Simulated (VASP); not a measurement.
# LiYHg (P4/mmm) in VASP: notebook

Runs on LiYHg. Level: PBE. Tasks: single point, relaxation of cell and atoms.

All numbers are computed with VASP 6.6.1; they aren't measurements. Logs are shortened: lines on timing, memory, paths and dates and some standing lists are left out, and cuts for length are marked.

### Step 1. The cell of the first run

It takes space group P4/mmm (No. 123, tetragonal). The conventional cell has a = 3.534 Å, b = 3.534 Å, c = 5.557 Å, α = 90.00°, β = 90.00°, γ = 90.00°. Within 3.3 Å of Li (site symmetry 4/mmm) lie 4 Hg at 2.50 Å and 2 Y at 2.78 Å. Y (site symmetry 4/mmm) has 2 Li at 2.78 Å and 4 Y at 3.53 Å within 3.7 Å. Within 3.3 Å of Hg (site symmetry 4/mmm) lie 4 Li at 2.50 Å.

### Step 2. Single point, PBE

The input, INCAR:

```
PREC = Accurate ; ENCUT = 520
EDIFF = 1E-7 ; ISMEAR = 0
SIGMA = 0.1 ; LREAL = F
LASPH = T ; NELM = 100
ALGO = Normal ; ISIF = 2
LWAVE = F ; LCHARG = F
GGA = PE ; NBANDS = 20
```

The input, KPOINTS:

```
Automatic mesh
0
Gamma
  14 14 8
```

The input, POSCAR:

```
LiYHg
1.0
    3.5335736272      0.0000000000      0.0000000000
    0.0000000000      3.5335736272      0.0000000000
    0.0000000000      0.0000000000      5.5573213291
Li Y Hg
1 1 1
Direct
    0.0000000000      0.0000000000      0.0000000000
    0.0000000000      0.0000000000      0.5000000000
    0.5000000000      0.5000000000      0.0000000000
```

Potentials or basis: VASP PAW PBE potentials, release 64 (Li_sv, Y_sv, Hg).

Command:

```bash
$ cat potpaw_PBE.64/Li_sv/POTCAR potpaw_PBE.64/Y_sv/POTCAR potpaw_PBE.64/Hg/POTCAR > POTCAR
$ mpirun -np 1 vasp_std > vasp.out
```

OUTCAR:

```text
PREC = Accurate
   ENCUT = 520
   EDIFF = 1E-7
   ISMEAR = 0
   LREAL = F
   LASPH = T
   NELM = 100
   ISIF = 2
   GGA = PE

 ion  position               nearest neighbor table
   1  0.000  0.000  0.000-   3 2.50   3 2.50   3 2.50   3 2.50   2 2.78   2 2.78
   2  0.000  0.000  0.500-   1 2.78   1 2.78   3 3.74   3 3.74   3 3.74   3 3.74   3 3.74   3 3.74
                             3 3.74   3 3.74
   3  0.500  0.500  0.000-   1 2.50   1 2.50   1 2.50   1 2.50   2 3.74   2 3.74   2 3.74   2 3.74
                             2 3.74   2 3.74   2 3.74   2 3.74

  LATTYP: Found a simple tetragonal cell.
 ALAT       =     3.5335736272
 C/A-ratio  =     1.5727198342

  Lattice vectors:

 A1 = (   3.5335736272,   0.0000000000,   0.0000000000)
 A2 = (   0.0000000000,   3.5335736272,   0.0000000000)
 A3 = (   0.0000000000,   0.0000000000,   5.5573213291)

Analysis of symmetry for initial positions (statically):
=====================================================================
 Subroutine PRICEL returns:
 Original cell was already a primitive cell.

 Routine SETGRP: Setting up the symmetry group for a
 simple tetragonal supercell.

 Subroutine GETGRP returns: Found 16 space group operations
 (whereof 16 operations were pure point group operations)
 out of a pool of 16 trial point group operations.

The static configuration has the point symmetry D_4h.

Analysis of symmetry for dynamics (positions and initial velocities):
=====================================================================
 Subroutine PRICEL returns:
 Original cell was already a primitive cell.

 Routine SETGRP: Setting up the symmetry group for a
 simple tetragonal supercell.

 Subroutine GETGRP returns: Found 16 space group operations
 (whereof 16 operations were pure point group operations)
 out of a pool of 16 trial point group operations.

The dynamic configuration has the point symmetry D_4h.

 Subroutine INISYM returns: Found 16 space group operations
 (whereof 16 operations are pure point group operations),
 and found     1 'primitive' translations

----------------------------------------------------------------------------------------

                                     Primitive cell

  volume of cell :      69.3895

  direct lattice vectors                    reciprocal lattice vectors
     3.533573627  0.000000000  0.000000000     0.282999622  0.000000000  0.000000000
     0.000000000  3.533573627  0.000000000     0.000000000  0.282999622  0.000000000
[... 80 lines left out ...]
   ICHARG =      2    charge: 1-file 2-atom 10-const
   ISPIN  =      1    spin polarized calculation?
   LNONCOLLINEAR =      F non collinear calculations
   LSORBIT =      F    spin-orbit coupling
   LASPH  =      T    aspherical Exc in radial PAW
   ENCUT  =  520.0 eV  38.22 Ry    6.18 a.u.   6.57  6.57 10.33*2*pi/ulx,y,z
   NELM   =    100;   NELMIN=  2; NELMDL= -5     # of ELM steps
   EDIFF  = 0.1E-06   stopping-criterion for ELM
   LREAL  =      F    real-space projection
   EDIFFG = 0.1E-05   stopping-criterion for IOM
   NSW    =      0    number of steps for IOM
   IBRION =     -1    ionic relax: 0-MD 1-quasi-New 2-CG
   NFREE  =      0    steps in history (QN), initial steepest desc. (CG)
   ISIF   =      2    stress and relaxation
   ISYM   =      2    0-nonsym 1-usesym 2-fastsym
   POTIM  = 0.5000    time-step for ionic-motion
   TEBEG  =    0.0;   TEEND  =   0.0 temperature during run
   PSTRESS=    0.0 pullay stress
   NELECT =      26.0000    total number of electrons
   NUPDOWN=      -1.0000    fix difference up-down
   EMIN   =  10.00;   EMAX   =-10.00  energy-range for DOS
   EFERMI =   0.00;   METHOD = LEGACY
   ISMEAR =     0;   SIGMA  =   0.10  broadening in eV -4-tet -1-fermi 0-gaus
   EFERMI_NEDOS =   21; number of points for ismear=-14 and -15
   IALGO  =     38    algorithm
   IMIX   =      4    mixing-type and parameters
     AMIX     =   0.40;   BMIX     =  1.00
     AMIX_MAG =   1.60;   BMIX_MAG =  1.00
  volume/ion in A,a.u.               =      23.13       156.09
  Fermi-wavevector in a.u.,A,eV,Ry     =   1.180234  2.230318 18.952257  1.392952
  Thomas-Fermi vector in A             =   2.316530
   LORBIT       =      0    0 simple, 1 ext, 2 COOP (PROOUT), +10 PAW based schemes
   GGA     = PE    functional components
   LHFCALC =     F    Hartree Fock is set to
   AEXX    =    0.0000 exact exchange contribution
   IVDW    =     0    specifies the selected vdW correction
   LEPSILON=     F    determine dielectric tensor
   LRPA    =     F    only Hartree local field effects (RPA)
 non-spin polarized calculation
 Gauss-broadening in eV      SIGMA  =   0.10
  energy-cutoff  :      520.00
  volume of cell :       69.39
 maximum number of plane-waves:      1908
 NGX is ok and might be reduce to    28
   NGX = 13   NGY = 13   NGZ = 21

 number of electron      26.0000008 magnetization

 Free energy of the ion-electron system (eV)
  ---------------------------------------------------
  ext. energy  EPLUGINS =         0.00000000
  ---------------------------------------------------
  free energy    TOTEN  =        -8.21954096 eV

  energy without entropy =       -8.20113829  energy(sigma->0) =       -8.21033963

 E-fermi :   3.0473     XC(G=0):  -9.6742

 val. band max:        3.0450105182   @ k =   0.2857   0.0000   0.2500
 cond. band min:       3.0481927813   @ k =   0.1429   0.0000   0.1250
 fundamental gap:      0.0031822631
 Fermi energy:         3.0472724444

 k-point     1 :       0.0000    0.0000    0.0000
  band No.  band energies     occupation
      1     -43.3776      2.00000
      2     -40.4776      2.00000
      3     -20.5256      2.00000
      4     -20.2428      2.00000
      5     -20.2428      2.00000
      6      -4.6756      2.00000
[... 541 lines left out ...]
     19       6.9116      0.00000
     20       8.7890      0.00000

 [... further k-points ...]
[... 5 lines left out ...]
  --------------------------------------------------------------------------------------
  -------------------------------------------------------------------------------------
  Total       -0.0055805     -0.0055805     -0.0119700      0.0000000      0.0000000      0.0000000
  in kB       -0.1288526     -0.1288526     -0.2763825      0.0000000      0.0000000      0.0000000
  external PRESSURE =      -0.1780292 kB  Pullay stress =       0.0000000 kB

 VOLUME and BASIS-vectors are now :
 -----------------------------------------------------------------------------
  energy-cutoff  :      520.00
  volume of cell :       69.39
      direct lattice vectors                 reciprocal lattice vectors
     3.533573627  0.000000000  0.000000000     0.282999622  0.000000000  0.000000000
     0.000000000  3.533573627  0.000000000     0.000000000  0.282999622  0.000000000
     0.000000000  0.000000000  5.557321329     0.000000000  0.000000000  0.179942807

 POSITION                                       TOTAL-FORCE (eV/Angst)
 -----------------------------------------------------------------------------------
      0.00000      0.00000      0.00000         0.000000      0.000000      0.000000
      0.00000      0.00000      2.77866         0.000000      0.000000      0.000000
      1.76679      1.76679      0.00000         0.000000      0.000000      0.000000
 -----------------------------------------------------------------------------------
    total drift:                                0.000000      0.000000     -0.000000

  FREE ENERGIE OF THE ION-ELECTRON SYSTEM (eV)
  ---------------------------------------------------
  free  energy   TOTEN  =        -8.2195409599 eV

  energy  without entropy=       -8.2011382931  energy(sigma->0) =       -8.21033963
```

It took 3.1 min on 1 thread of Intel Xeon Platinum 8259CL at 2.50GHz (Skylake/Cascade Lake), shared host; peak memory 0.41 GiB.

What came out:

```
Free energy            : -8.2195 eV
Band gap on the k mesh : zero (band 13 reaches 3.45 eV, above the bottom of band 14 at 1.74 eV)
```

Levels at points of the mesh, in eV from the Fermi level:
```tsv
k point	band 11	band 12	band 13	band 14	band 15	band 16
(0.00, 0.00, 0.00)	-6.77	-1.24	-1.05	-0.17	2.90	2.90
(0.50, 0.00, 0.00)	-4.60	-2.64	-0.98	0.09	2.23	2.88
(0.50, 0.50, 0.00)	-2.79	-0.97	-0.97	0.87	0.96	0.96
(0.00, 0.00, 0.50)	-6.12	-3.96	-0.25	-0.21	1.98	1.98
(0.50, 0.00, 0.50)	-4.73	-1.34	-0.67	-0.42	0.69	2.18
(0.50, 0.50, 0.50)	-2.00	-1.73	-1.73	-1.31	0.65	3.23
```

Caveat: the cutoff is under 1.25 times the usual one of these potentials, so pressure, stress and relaxed cells hold a basis-set (Pulay) error; spin-orbit coupling is left out, which moves the levels of the heavy elements.

### Step 3. Relaxation of cell and atoms, PBE

This run uses another cell than the first one, of 23.24 Å³/atom, 1.005 times its volume.

The input, INCAR:

```
PREC = Accurate ; ENCUT = 600
EDIFF = 1E-7 ; ISMEAR = 0
SIGMA = 0.1 ; LREAL = False
LASPH = True ; NELM = 100
ALGO = Normal ; ISIF = 3
LWAVE = False ; LCHARG = False
GGA = PE ; IBRION = 2
NSW = 100 ; EDIFFG = -0.01
```

KPOINTS is that of step 2.

The input, POSCAR:

```
LiYHg
1.0
    3.5524696759      0.0000000000      0.0000000000
    0.0000000000      3.5524696759      0.0000000000
    0.0000000000      0.0000000000      5.5245591469
Li Y Hg
1 1 1
Direct
    0.0000000000      0.0000000000      0.0000000000
    0.0000000000      0.0000000000      0.5000000000
    0.5000000000      0.5000000000      0.0000000000
```

Potentials or basis: VASP PAW PBE potentials, release 64 (Li_sv, Y_sv, Hg).

Command:

```bash
$ cat potpaw_PBE.64/Li_sv/POTCAR potpaw_PBE.64/Y_sv/POTCAR potpaw_PBE.64/Hg/POTCAR > POTCAR
$ mpirun -np 1 vasp_std > vasp.out
```

It took 11 min on 1 thread of Intel Xeon Platinum 8259CL at 2.50GHz (Skylake/Cascade Lake), shared host; peak memory 0.47 GiB.

The run converged. Its results:

```yaml
Free_energy: -8.2201 eV
Relaxed_volume: 23.13 Å³/atom
Relaxed_cell: a = 3.534 Å, b = 3.534 Å, c = 5.556 Å, α = 90.00°, β = 90.00°, γ = 90.00°
Space_group_after_relaxing_to_0.05_Å: P4/mmm (No. 123)
Energy_gained_by_relaxing: 0.6 meV/atom
Ionic_steps: 5
Pressure_after_relaxing: 0.0 GPa
Band_gap_on_the_k_mesh: zero (band 13 reaches 3.45 eV, above the bottom of band 14 at 1.74 eV)
```

Step by step:
```tsv
step	energy change (eV)	largest force (eV/Å)	pressure (GPa)	volume (Å³)
1	0.0000	0.0000	-0.30	69.72
2	-0.0017	0.0000	0.00	69.29
3	-0.0018	0.0000	0.09	69.17
4	-0.0019	0.0000	0.04	69.29
5	-0.0019	0.0000	0.00	69.38
```

Final structure:
```yaml
crystal:
  lattice:
    - [3.53373, 0.00000, 0.00000]
    - [0.00000, 3.53373, 0.00000]
    - [0.00000, 0.00000, 5.55612]
  atoms:
    - { symbol: Li, position: [0.00000, 0.00000, 0.00000] }
    - { symbol: Y, position: [0.00000, 0.00000, 0.50000] }
    - { symbol: Hg, position: [0.50000, 0.50000, 0.00000] }
```

Levels at points of the mesh, in eV from the Fermi level:
```
           k point  band 10  band 11  band 12  band 13  band 14  band 15  band 16  band 17
(0.00, 0.00, 0.00)    -6.93    -6.77    -1.24    -1.05    -0.17     2.90     2.90     2.90
(0.50, 0.00, 0.00)    -6.87    -4.60    -2.64    -0.98     0.09     2.23     2.88     3.07
(0.50, 0.50, 0.00)    -6.63    -2.79    -0.97    -0.97     0.88     0.96     0.96     1.32
(0.00, 0.00, 0.50)    -6.92    -6.12    -3.96    -0.25    -0.21     1.98     1.98     4.04
(0.50, 0.00, 0.50)    -6.87    -4.73    -1.34    -0.67    -0.42     0.69     2.18     2.40
(0.50, 0.50, 0.50)    -6.63    -2.00    -1.73    -1.73    -1.31     0.65     3.24     3.24
```

Caveat: the cutoff is under 1.25 times the usual one of these potentials, so pressure, stress and relaxed cells hold a basis-set (Pulay) error; spin-orbit coupling is left out, which moves the levels of the heavy elements.

(Continued in part 2 of 2.)
